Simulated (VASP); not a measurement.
Here is a VASP 6.6.1 calculation.

INCAR

```
SYSTEM = ZrC
ALGO = Normal ; EDIFF = 1E-7
ENCUT = 520 ; GGA = PS
ISIF = 2 ; ISMEAR = 0
LASPH = .True. ; LCHARG = .False.
LREAL = .False. ; LWAVE = .False.
NBANDS = 15 ; NELM = 100
PREC = Accurate ; SIGMA = 0.15
```

KPOINTS

```
k-points
0
Gamma
  18 18 18
  0 0 0
```

Contents of POSCAR:

```
ZrC
1.0
    0.0000000000      2.3149568500      2.3854631500
    2.3149568500      0.0000000000      2.3854631500
    2.3149568500      2.3149568500      0.0000000000
Zr C
1 1
Direct
    0.5000000000      0.5000000000      0.5000000000
    0.0000000000      0.0000000000      0.0000000000
```

Potentials or basis: VASP PAW PBE potentials, release 64 (Zr_sv, C).

Launch:

```console
$ cat potpaw_PBE.64/Zr_sv/POTCAR potpaw_PBE.64/C/POTCAR > POTCAR
$ mpirun -np 1 vasp_std > vasp.out
```

Problem. What does it give for the band gap on the k mesh?

Solution. Zero (band 8 reaches 10.68 eV, above the bottom of band 9 at 9.27 eV).

Problem. Predict the pressure.

Solution. -0.4 GPa.

Stress tensor (GPa, compression positive):
```
 3.36  0.00  0.00
 0.00  3.36  0.00
 0.00  0.00 -7.77
```

Caveat: the cell differs from its parent crystal (strain -0.015 along x and y, +0.015 along z); the PAW data sets were made with another functional, which shifts forces and pressure a little.
